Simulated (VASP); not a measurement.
# Be2Si (Fm-3m) in VASP: notebook

The runs below take Be2Si through single point, with PBE.

Program: VASP 6.6.1. These are calculated values, not measurements. Logs are shortened: lines on timing, memory, paths and dates and some standing lists are left out, and cuts for length are marked.

## (1) The cell of the first run

The structure is cubic, space group Fm-3m (No. 225). Conventional cell: a = 5.172 Å, b = 5.172 Å, c = 5.172 Å, α = 90.00°, β = 90.00°, γ = 90.00°. Si (site symmetry m-3m) has 8 Be at 2.24 Å within 3.0 Å. Be (site symmetry -43m) has 4 Si at 2.24 Å and 6 Be at 2.59 Å within 3.0 Å.

## (2) Single point, PBE

The input, INCAR:

```
PREC = Accurate
ENCUT = 520
EDIFF = 1E-6
ISMEAR = -1
SIGMA = 0.05
LREAL = F
LASPH = T
NELM = 60
ALGO = Normal
ISIF = 2
LWAVE = F
LCHARG = F
GGA = PE
NBANDS = 11
```

The input, KPOINTS:

```
regular mesh
0
Gamma
  9 9 9
```

The input, POSCAR:

```
Be2Si
1.0
    0.0000000000      2.5861073270      2.5861073270
    2.5861073270      0.0000000000      2.5861073270
    2.5861073270      2.5861073270      0.0000000000
Si Be
1 2
Direct
    0.0000000000      0.0000000000      0.0000000000
    0.2500000000      0.2500000000      0.2500000000
    0.7500000000      0.7500000000      0.7500000000
```

Potentials or basis: VASP PAW PBE potentials, release 64 (Si, Be).

The run is started by

```
$ cat potpaw_PBE.64/Si/POTCAR potpaw_PBE.64/Be/POTCAR > POTCAR
$ mpirun -np 1 vasp_std > vasp.out
```

OUTCAR:

```text
PREC = Accurate
   ENCUT = 520
   EDIFF = 1E-6
   ISMEAR = -1
   LREAL = F
   LASPH = T
   NELM = 60
   ISIF = 2
   GGA = PE

 ion  position               nearest neighbor table
   1  0.000  0.000  0.000-   3 2.24   3 2.24   3 2.24   2 2.24   3 2.24   2 2.24   2 2.24   2 2.24

   2  0.250  0.250  0.250-   1 2.24   1 2.24   1 2.24   1 2.24
   3  0.750  0.750  0.750-   1 2.24   1 2.24   1 2.24   1 2.24

  LATTYP: Found a face centered cubic cell.
 ALAT       =     5.1722146540

  Lattice vectors:

 A1 = (   0.0000000000,   2.5861073270,   2.5861073270)
 A2 = (   2.5861073270,   0.0000000000,   2.5861073270)
 A3 = (   2.5861073270,   2.5861073270,   0.0000000000)

Analysis of symmetry for initial positions (statically):
=====================================================================
 Subroutine PRICEL returns:
 Original cell was already a primitive cell.

 Routine SETGRP: Setting up the symmetry group for a
 face centered cubic supercell.

 Subroutine GETGRP returns: Found 48 space group operations
 (whereof 48 operations were pure point group operations)
 out of a pool of 48 trial point group operations.

The static configuration has the point symmetry O_h .

Analysis of symmetry for dynamics (positions and initial velocities):
=====================================================================
 Subroutine PRICEL returns:
 Original cell was already a primitive cell.

 Routine SETGRP: Setting up the symmetry group for a
 face centered cubic supercell.

 Subroutine GETGRP returns: Found 48 space group operations
 (whereof 48 operations were pure point group operations)
 out of a pool of 48 trial point group operations.

The dynamic configuration has the point symmetry O_h .

 Subroutine INISYM returns: Found 48 space group operations
 (whereof 48 operations are pure point group operations),
 and found     1 'primitive' translations

----------------------------------------------------------------------------------------

                                     Primitive cell

  volume of cell :      34.5915

  direct lattice vectors                    reciprocal lattice vectors
     0.000000000  2.586107327  2.586107327    -0.193340777  0.193340777  0.193340777
     2.586107327  0.000000000  2.586107327     0.193340777 -0.193340777  0.193340777
     2.586107327  2.586107327  0.000000000     0.193340777  0.193340777 -0.193340777

  length of vectors
     3.657308056  3.657308056  3.657308056     0.334876049  0.334876049  0.334876049

[... 85 lines left out ...]
   NSW    =      0    number of steps for IOM
   IBRION =     -1    ionic relax: 0-MD 1-quasi-New 2-CG
   NFREE  =      0    steps in history (QN), initial steepest desc. (CG)
   ISIF   =      2    stress and relaxation
   ISYM   =      2    0-nonsym 1-usesym 2-fastsym
   POTIM  = 0.5000    time-step for ionic-motion
   TEBEG  =    0.0;   TEEND  =   0.0 temperature during run
   PSTRESS=    0.0 pullay stress
   NELECT =       8.0000    total number of electrons
   NUPDOWN=      -1.0000    fix difference up-down
   EMIN   =  10.00;   EMAX   =-10.00  energy-range for DOS
   EFERMI =   0.00;   METHOD = LEGACY
   ISMEAR =    -1;   SIGMA  =   0.05  broadening in eV -4-tet -1-fermi 0-gaus
   EFERMI_NEDOS =   21; number of points for ismear=-14 and -15
   IALGO  =     38    algorithm
   IMIX   =      4    mixing-type and parameters
     AMIX     =   0.40;   BMIX     =  1.00
     AMIX_MAG =   1.60;   BMIX_MAG =  1.00
  volume/ion in A,a.u.               =      11.53        77.81
  Fermi-wavevector in a.u.,A,eV,Ry     =   1.004882  1.898951 13.738990  1.009787
  Thomas-Fermi vector in A             =   2.137526
   LORBIT       =      0    0 simple, 1 ext, 2 COOP (PROOUT), +10 PAW based schemes
   GGA     = PE    functional components
   LHFCALC =     F    Hartree Fock is set to
   AEXX    =    0.0000 exact exchange contribution
   IVDW    =     0    specifies the selected vdW correction
   LEPSILON=     F    determine dielectric tensor
   LRPA    =     F    only Hartree local field effects (RPA)
 non-spin polarized calculation
  energy-cutoff  :      520.00
  volume of cell :       34.59
 maximum number of plane-waves:       944
   NGX = 13   NGY = 13   NGZ = 13

 number of electron       8.0000000 magnetization

 Free energy of the ion-electron system (eV)
  ---------------------------------------------------
  ext. energy  EPLUGINS =         0.00000000
  ---------------------------------------------------
  free energy    TOTEN  =       -12.19728796 eV

  energy without entropy =      -12.19426482  energy(sigma->0) =      -12.19577639

 E-fermi :   7.2936     XC(G=0): -10.1846

 val. band max:        7.2228689563   @ k =   0.1111   0.1111   0.0000
 cond. band min:       7.3417489309   @ k =  -0.4444   0.4444   0.0000
 fundamental gap:      0.1188799746
 Fermi energy:         7.2936292091

 k-point     1 :       0.0000    0.0000    0.0000
  band No.  band energies     occupation
      1      -5.1836      2.00000
      2       7.5927      0.00503
      3       7.5927      0.00503
      4       7.5927      0.00503
      5       8.1795      0.00000
      6       8.1795      0.00000
      7       8.1795      0.00000
      8      13.9856      0.00000
      9      14.9466      0.00000
     10      14.9466      0.00000
     11      14.9466      0.00000
[... 309 lines left out ...]
 k-point    24 :       0.4444    0.4444    0.0000
  band No.  band energies     occupation
      1      -1.9785      2.00000
      2       1.0135      2.00000
      3       3.2404      2.00000
      4       3.2404      2.00000
      5       7.1261      1.93227
      6       7.6687      0.00110
      7      15.0347      0.00000
      8      15.0347      0.00000
      9      18.5678      0.00000
     10      19.7395      0.00000
     11      19.8471      0.00000

 [... further k-points ...]
[... 5 lines left out ...]
  --------------------------------------------------------------------------------------
  -------------------------------------------------------------------------------------
  Total        1.5433231      1.5433231      1.5433231      0.0000000      0.0000000      0.0000000
  in kB       71.4821846     71.4821846     71.4821846      0.0000000      0.0000000      0.0000000
  external PRESSURE =      71.4821846 kB  Pullay stress =       0.0000000 kB

 VOLUME and BASIS-vectors are now :
 -----------------------------------------------------------------------------
  energy-cutoff  :      520.00
  volume of cell :       34.59
      direct lattice vectors                 reciprocal lattice vectors
     0.000000000  2.586107327  2.586107327    -0.193340777  0.193340777  0.193340777
     2.586107327  0.000000000  2.586107327     0.193340777 -0.193340777  0.193340777
     2.586107327  2.586107327  0.000000000     0.193340777  0.193340777 -0.193340777

 POSITION                                       TOTAL-FORCE (eV/Angst)
 -----------------------------------------------------------------------------------
      0.00000      0.00000      0.00000        -0.000000      0.000000      0.000000
      1.29305      1.29305      1.29305        -0.000000     -0.000000     -0.000000
      3.87916      3.87916      3.87916         0.000000      0.000000      0.000000
 -----------------------------------------------------------------------------------
    total drift:                                0.000000     -0.000000     -0.000000

  FREE ENERGIE OF THE ION-ELECTRON SYSTEM (eV)
  ---------------------------------------------------
  free  energy   TOTEN  =       -12.1972879582 eV

  energy  without entropy=      -12.1942648186  energy(sigma->0) =      -12.19577639
```

stdout:

```text
POSCAR found type information on POSCAR SiBe
 POSCAR found :  2 types and       3 ions
 scaLAPACK will be used
 LDA part: xc-table for (Slater+PW92), standard interpolation
 POSCAR, INCAR and KPOINTS ok, starting setup
 FFT: planning ... GRIDC
 FFT: planning ... GRID_SOFT
 FFT: planning ... GRID
 WAVECAR not read
 entering main loop
```

It took 21 s on 1 thread of Intel Xeon 8259CL, shared host; peak memory 0.15 GiB.

What came out:

```
Free energy            : -12.1973 eV
Pressure               : 7.1 GPa
Band gap on the k mesh : zero (bands 4 and 5 overlap by 0.54 eV)
```

Caveat: the cell stands under pressure.

## (3) Single point, PBE

This run uses another cell than the first one, of 11.78 Å³/atom.

The input, INCAR:

```
PREC     = Accurate       # precision mode
ENCUT    = 520            # plane-wave cutoff, eV
EDIFF    = 1E-6           # SCF threshold, eV
ISMEAR   = -1             # smearing method
SIGMA    = 0.05           # smearing width, eV
LREAL    = False          # projectors in reciprocal space
LASPH    = True           # aspherical terms in the spheres
NELM     = 100            # most SCF steps
ALGO     = Normal         # electronic algorithm
ISIF     = 2              # what is computed and relaxed
LWAVE    = False          # write WAVECAR
LCHARG   = False          # write CHGCAR
GGA      = PE             # functional
NBANDS   = 11             # bands
```

KPOINTS is that of step 2.

The input, POSCAR:

```
Be2Si
1.0
    0.0000000000      2.6043199505      2.6043199505
    2.6043199505      0.0000000000      2.6043199505
    2.6043199505      2.6043199505      0.0000000000
Si Be
1 2
Direct
    0.0000000000      0.0000000000      0.0000000000
    0.2500000000      0.2500000000      0.2500000000
    0.7500000000      0.7500000000      0.7500000000
```

Potentials or basis: VASP PAW PBE potentials, release 64 (Si, Be).

The run is started by

```
$ cat potpaw_PBE.64/Si/POTCAR potpaw_PBE.64/Be/POTCAR > POTCAR
$ mpirun -np 1 vasp_std > vasp.out
```

Run time: 22 s. Hardware: 1 thread of Intel Xeon 8259CL, shared host; peak memory 0.15 GiB.

Results (log left out):

- Free energy: -12.2243 eV
- Pressure: 4.6 GPa
- Band gap on the k mesh: zero (bands 4 and 5 overlap by 0.54 eV)

Levels at points of the mesh, in eV from the Fermi level:
| k point | band 1 | band 2 | band 3 | band 4 | band 5 | band 6 | band 7 | band 8 |
| --- | --- | --- | --- | --- | --- | --- | --- | --- |
| (0.00, 0.00, 0.00) | -12.32 | 0.34 | 0.34 | 0.34 | 0.87 | 0.87 | 0.87 | 6.49 |

Caveat: the cell stands under pressure.
